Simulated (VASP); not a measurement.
Crystal: InSb (rocksalt type).

```xyz
2
Lattice="0.0000 2.9474 2.9474 2.9474 0.0000 2.9474 2.9474 2.9474 0.0000" Properties=species:S:1:pos:R:3 pbc="T T T"
In    0.0000    0.0000    0.0000
Sb    2.9474    2.9474    2.9474
```

* Program: VASP 6.6.1
* Task: relaxation of cell and atoms
* Functional: PBE
* Potentials or basis: VASP PAW PBE potentials, release 64 (In_d, Sb)
* Cutoff: 600 eV
* k mesh: 12 × 12 × 12
* Occupations: fermi-dirac, width 0.08 eV
* Spin: no spin polarisation

At the start: pressure 8.3 GPa; volume 25.60 Å³/atom.

Question: How do energy, volume and symmetry change on relaxing?

Answer: Over 5 steps the energy falls by 78.6 meV/atom and the volume is 29.05 Å³/atom (+13.5 %); space group Fm-3m (No. 225, to 0.05 Å).

Step by step:
```tsv
step	energy change (eV)	largest force (eV/Å)	pressure (GPa)	volume (Å³)
1	0.0000	0.0000	8.26	51.21
2	-0.1292	0.0000	-2.39	61.62
3	-0.1573	0.0000	0.03	58.08
4	-0.1573	0.0000	-0.09	58.23
5	-0.1573	0.0000	0.01	58.10
```

Final structure:
```yaml
crystal:
  lattice:
    - [0.00000, 3.07412, 3.07412]
    - [3.07412, 0.00000, 3.07412]
    - [3.07412, 3.07412, 0.00000]
  atoms:
    - { symbol: In, position: [0.00000, 0.00000, 0.00000] }
    - { symbol: Sb, position: [0.50000, 0.50000, 0.50000] }
```
